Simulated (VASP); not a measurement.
## In: single point with PBEsol

Crystal: In.

```
In
1.0
    -1.88253    1.88253    1.88253
     1.88253   -1.88253    1.88253
     1.88253    1.88253   -1.88253
In
1
Direct
  0.00000 0.00000 0.00000
```

```
Program             : VASP 6.6.1
Task                : single point
Functional          : PBEsol
Potentials or basis : VASP PAW PBE potentials, release 64 (In_d)
Cutoff              : 520 eV
k mesh              : 6 × 6 × 6
Occupations         : fermi-dirac, width 0.05 eV
Spin                : no spin polarisation
```

* Pressure: -2.2 GPa

Levels at points of the mesh, in eV from the Fermi level:
```
           k point  band 3  band 4  band 5  band 6  band 7  band 8  band 9  band 10
(0.00, 0.00, 0.00)  -14.40  -14.13  -14.13   -9.24   11.06   11.06   11.06    13.13
(0.50, 0.00, 0.00)  -14.15  -14.14  -13.97   -3.76   -2.94    6.00    7.43    10.19
(0.50, 0.50, 0.50)  -14.01  -14.01  -14.01    1.05    1.43    1.43    1.43     5.43
```

Run time: 4.2 s on 1 thread of Intel(R) Xeon(R) Platinum 8559C (Emerald Rapids), on a shared host, peak memory 0.13 GiB.

Caveat: the k points lie up to 0.39 Å⁻¹ apart; the PAW data sets were made with another functional, which shifts forces and pressure a little; spin-orbit coupling is left out, which moves the levels of the heavy elements.
